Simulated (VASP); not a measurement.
# Ga2As2H in VASP: single point with PBE+D3(BJ)

Aim: the single point of Ga2As2H with PBE+D3(BJ).

Everything below comes from runs of VASP 6.6.1. Logs are shortened: lines on timing, memory, paths and dates and some standing lists are left out, and cuts for length are marked.

## (1) The cell of the first run

The cell holds a slab with vacuum, 20 atoms: a = 8.027 Å, b = 5.676 Å, c = 23.286 Å, α = 90.00°, β = 90.00°, γ = 90.00°.

## (2) Single point, PBE+D3(BJ)

INCAR reads:

```
ALGO = Normal
DIPOL = 0.5 0.5 0.490
EDIFF = 1E-6
ENCUT = 520
GGA = PE
IDIPOL = 3
ISIF = 2
ISMEAR = 0
IVDW = 12
LASPH = T
LCHARG = F
LDIPOL = T
LREAL = Auto
LWAVE = F
NBANDS = 90
NELM = 100
PREC = Accurate
SIGMA = 0.05
```

KPOINTS reads:

```
k-points
0
Gamma
  2 3 1
```

POSCAR reads:

```
Ga2As2H
1.0
    8.0267119375      0.0000000000      0.0000000000
    0.0000000000      5.6757424417      0.0000000000
    0.0000000000      0.0000000000     23.2856036536
Ga As H
8 8 4
Direct
    0.2500000000      0.5000000000      0.3979097917
    0.7500000000      0.5000000000      0.3979097917
    0.5000000000      0.0000000000      0.4840865563
    0.0000000000      0.0000000000      0.4840865563
    0.7500000000      0.5114104487      0.5729435150
    0.2500000000      0.5114104487      0.5729435150
    0.0000000000     -0.0695979827      0.6370458394
    0.5000000000     -0.0695979827      0.6370458394
    0.5000000000      0.2500000000      0.3979097917
    0.0000000000      0.2500000000      0.3979097917
    0.7500000000      0.7500000000      0.4840865563
    0.2500000000      0.7500000000      0.4840865563
    0.0000000000      0.2577645238      0.5690233570
    0.5000000000      0.2577645238      0.5690233570
    0.2500000000      0.7188316268      0.6673372225
    0.7500000000      0.7188316268      0.6673372225
    0.2500000000      0.6620746604      0.3430291579
    0.7500000000      0.6620746604      0.3430291579
    0.5000000000      0.0923180876      0.3453104761
    0.0000000000      0.0923180876      0.3453104761
```

Potentials or basis: VASP PAW PBE potentials, release 64 (Ga_d, As, H).

On the command line:

```bash
cat potpaw_PBE.64/Ga_d/POTCAR potpaw_PBE.64/As/POTCAR potpaw_PBE.64/H/POTCAR > POTCAR
mpirun -np 1 vasp_std > vasp.out
```

OUTCAR:

```text
EDIFF = 1E-6
   ENCUT = 520
   GGA = PE
   ISIF = 2
   ISMEAR = 0
   IVDW = 12
   LASPH = T
   LREAL = Auto
   NELM = 100
   PREC = Accurate
 IVDW          = 12

 ion  position               nearest neighbor table
   1  0.250  0.500  0.398-  17 1.57  10 2.46   9 2.46  12 2.46
   2  0.750  0.500  0.398-  18 1.57  10 2.46   9 2.46  11 2.46
   3  0.500  0.000  0.484-  11 2.46  12 2.46   9 2.46  14 2.46
   4  0.000  0.000  0.484-  11 2.46  12 2.46  10 2.46  13 2.46
   5  0.750  0.511  0.573-  13 2.47  14 2.47  11 2.47  16 2.49
   6  0.250  0.511  0.573-  13 2.47  14 2.47  12 2.47  15 2.49
   7  0.000  0.930  0.637-  13 2.44  15 2.44  16 2.44
   8  0.500  0.930  0.637-  14 2.44  15 2.44  16 2.44
   9  0.500  0.250  0.398-  19 1.52   2 2.46   1 2.46   3 2.46
  10  0.000  0.250  0.398-  20 1.52   2 2.46   1 2.46   4 2.46
  11  0.750  0.750  0.484-   3 2.46   4 2.46   2 2.46   5 2.47
  12  0.250  0.750  0.484-   3 2.46   4 2.46   1 2.46   6 2.47
  13  0.000  0.258  0.569-   7 2.44   4 2.46   6 2.47   5 2.47
  14  0.500  0.258  0.569-   8 2.44   3 2.46   6 2.47   5 2.47
  15  0.250  0.719  0.667-   7 2.44   8 2.44   6 2.49
  16  0.750  0.719  0.667-   7 2.44   8 2.44   5 2.49
  17  0.250  0.662  0.343-   1 1.57
[... 11 lines left out ...]
 A1 = (   0.0000000000,  -5.6757424417,   0.0000000000)
 A2 = (   8.0267119375,   0.0000000000,   0.0000000000)
 A3 = (   0.0000000000,   0.0000000000,  23.2856036536)

Analysis of symmetry for initial positions (statically):
=====================================================================
 Subroutine PRICEL returns following result:

  LATTYP: Found a simple orthorhombic cell.
 ALAT       =     4.0133559688
 B/A-ratio  =     1.4142135624
 C/A-ratio  =     5.8020279873

  Lattice vectors:

 A1 = (   4.0133559688,   0.0000000000,   0.0000000000)
 A2 = (   0.0000000000,   5.6757424417,   0.0000000000)
 A3 = (   0.0000000000,   0.0000000000,  23.2856036536)

   2 primitive cells build up your supercell.

 Routine SETGRP: Setting up the symmetry group for a
 simple orthorhombic supercell.

 Subroutine GETGRP returns: Found  2 space group operations
 (whereof  2 operations were pure point group operations)
 out of a pool of  8 trial point group operations.

The static configuration has the point symmetry C_1h.

Analysis of symmetry for dynamics (positions and initial velocities):
=====================================================================
 Subroutine PRICEL returns following result:

  LATTYP: Found a simple orthorhombic cell.
 ALAT       =     4.0133559688
[... 127 lines left out ...]
   EFERMI =   0.00;   METHOD = LEGACY
   ISMEAR =     0;   SIGMA  =   0.05  broadening in eV -4-tet -1-fermi 0-gaus
   EFERMI_NEDOS =   21; number of points for ismear=-14 and -15
   IALGO  =     38    algorithm
   IMIX   =      4    mixing-type and parameters
     AMIX     =   0.40;   BMIX     =  1.00
     AMIX_MAG =   1.60;   BMIX_MAG =  1.00
  volume/ion in A,a.u.               =      53.04       357.94
  Fermi-wavevector in a.u.,A,eV,Ry     =   0.849075  1.604519  9.808829  0.720929
  Thomas-Fermi vector in A             =   1.964839
   LORBIT       =      0    0 simple, 1 ext, 2 COOP (PROOUT), +10 PAW based schemes
   GGA     = PE    functional components
   LHFCALC =     F    Hartree Fock is set to
   AEXX    =    0.0000 exact exchange contribution
   IVDW    =    12    specifies the selected vdW correction
   LEPSILON=     F    determine dielectric tensor
   LRPA    =     F    only Hartree local field effects (RPA)
 non-spin polarized calculation
 Gauss-broadening in eV      SIGMA  =   0.05
  energy-cutoff  :      520.00
  volume of cell :     1060.84
 maximum number of plane-waves:     28714
 NGX is ok and might be reduce to    60
   NGX = 29   NGY = 21   NGZ = 87

 dipolmoment           0.000000      0.000000     -0.010182 electrons x Angstroem

 number of electron     148.0000075 magnetization

 dipolmoment           0.000000      0.000000      0.017296 electrons x Angstroem

 Free energy of the ion-electron system (eV)
  ---------------------------------------------------
  ext. energy  EPLUGINS =         0.00000000
  ---------------------------------------------------
  free energy    TOTEN  =       -76.31859484 eV

  energy without entropy =      -76.31859484  energy(sigma->0) =      -76.31859484

 E-fermi :  -1.5866     XC(G=0):  -4.0431

 val. band max:       -1.8585451339   @ k =   0.0000   0.0000   0.0000
 cond. band min:      -0.8951885371   @ k =   0.0000   0.0000   0.0000
 fundamental gap:      0.9633565968
 Fermi energy:        -1.5866397133

 k-point     1 :       0.0000    0.0000    0.0000
  band No.  band energies     occupation
      1     -16.7540      2.00000
      2     -16.7407      2.00000
      3     -16.6731      2.00000
      4     -16.6672      2.00000
      5     -16.6470      2.00000
      6     -16.6235      2.00000
[... 345 lines left out ...]
     85       2.2344      0.00000
     86       2.2344      0.00000
 [bands above 86 left out]

------------------------ aborting loop because EDIFF is reached ----------------------------------------

 vacuum level on the upper side and lower side of the slab       (xc-potential included)        -0.043        -0.115

 Edisp (eV)   -3.87076

 E8    (eV) :    -1.7555

  FORCE on cell =-STRESS in cart. coord.  units (eV):
  Direction    XX          YY          ZZ          XY          YZ          ZX
  --------------------------------------------------------------------------------------
  -------------------------------------------------------------------------------------
  Total       0.91380    -1.46294     0.30182     0.00000    -1.15767     0.00000
  in kB       1.38010    -2.20947     0.45583     0.00000    -1.74843     0.00000
  external pressure =       -0.12 kB  Pullay stress =        0.00 kB

 VOLUME and BASIS-vectors are now :
 -----------------------------------------------------------------------------
  energy-cutoff  :      520.00
  volume of cell :     1060.84
      direct lattice vectors                 reciprocal lattice vectors
     8.026711938  0.000000000  0.000000000     0.124584015  0.000000000  0.000000000
     0.000000000  5.675742442  0.000000000     0.000000000  0.176188404  0.000000000
     0.000000000  0.000000000 23.285603654     0.000000000  0.000000000  0.042944989

 POSITION                                       TOTAL-FORCE (eV/Angst)
 -----------------------------------------------------------------------------------
      2.00668      2.83787      9.26557         0.000000      0.261247     -0.536330
      6.02003      2.83787      9.26557         0.000000      0.261247     -0.536330
      4.01336      0.00000     11.27225        -0.000000     -0.069455     -0.241134
      0.00000      0.00000     11.27225        -0.000000     -0.069455     -0.241134
      6.02003      2.90263     13.34134        -0.000000      0.012089      0.001880
      2.00668      2.90263     13.34134        -0.000000      0.012089      0.001880
[... 12 lines left out ...]
      4.01336      0.52397      8.04076        -0.000000     -0.052052     -0.069364
      0.00000      0.52397      8.04076        -0.000000     -0.052052     -0.069364
 -----------------------------------------------------------------------------------
    total drift:                                0.000000      0.003869      0.032488

  FREE ENERGIE OF THE ION-ELECTRON SYSTEM (eV)
  ---------------------------------------------------
  free  energy   TOTEN  =       -80.1893581127 eV

  energy  without entropy=      -80.1893581127  energy(sigma->0) =      -80.18935811

 vacuum level on the upper side and lower side of the slab         2.998         2.930
```

OSZICAR:

```text
N       E                     dE             d eps       ncg     rms          rms(c)
DAV:   1     0.113958806397E+04    0.11396E+04   -0.62725E+04   776   0.157E+03
DAV:   2     0.861999906480E+02   -0.10534E+04   -0.10174E+04   896   0.367E+02
DAV:   3    -0.656145189671E+02   -0.15181E+03   -0.14943E+03   832   0.148E+02
[... 17 lines left out ...]
DAV:  21    -0.763185686598E+02   -0.18450E-04   -0.10530E-06   608   0.749E-03    0.708E-04
DAV:  22    -0.763185876112E+02   -0.18951E-04   -0.11044E-06   568   0.389E-03    0.327E-04
DAV:  23    -0.763185930143E+02   -0.54031E-05   -0.39569E-07   576   0.319E-03    0.288E-04
DAV:  24    -0.763185941836E+02   -0.11693E-05   -0.14704E-07   512   0.212E-03    0.157E-04
DAV:  25    -0.763185948437E+02   -0.66008E-06   -0.89131E-08   528   0.121E-03
   1 F= -.80189358E+02 E0= -.80189358E+02  d E =-.674284E-15
```

stdout:

```text
POSCAR found type information on POSCAR GaAsH
 POSCAR found :  3 types and      20 ions
 scaLAPACK will be used
 LDA part: xc-table for (Slater+PW92), standard interpolation
 POSCAR, INCAR and KPOINTS ok, starting setup
 FFT: planning ... GRIDC
 FFT: planning ... GRID_SOFT
 FFT: planning ... GRID
 WAVECAR not read
 entering main loop
```

It took 13 min on 1 thread of Intel Xeon 8259CL, shared host; peak memory 0.96 GiB.

What came out:

| Property | Result |
| --- | --- |
| Free energy | -80.1894 eV |
| Largest force | 0.597 eV/Å |
| Band gap on the k mesh | 0.96 eV |
| Dispersion energy per atom | -0.194 eV |

Forces on the atoms (eV/Å):
```
Ga   0.000  0.261 -0.536
Ga   0.000  0.261 -0.536
Ga   0.000 -0.069 -0.241
Ga   0.000 -0.069 -0.241
Ga   0.000  0.012  0.002
Ga   0.000  0.012  0.002
Ga   0.000  0.004 -0.005
Ga   0.000  0.004 -0.005
As   0.000  0.127  0.576
As   0.000  0.127  0.576
As   0.000 -0.263  0.215
As   0.000 -0.263  0.215
As   0.000 -0.001  0.013
As   0.000 -0.001  0.013
As   0.000 -0.007  0.027
As   0.000 -0.007  0.027
H    0.000 -0.011  0.020
H    0.000 -0.011  0.020
H    0.000 -0.052 -0.069
H    0.000 -0.052 -0.069
```
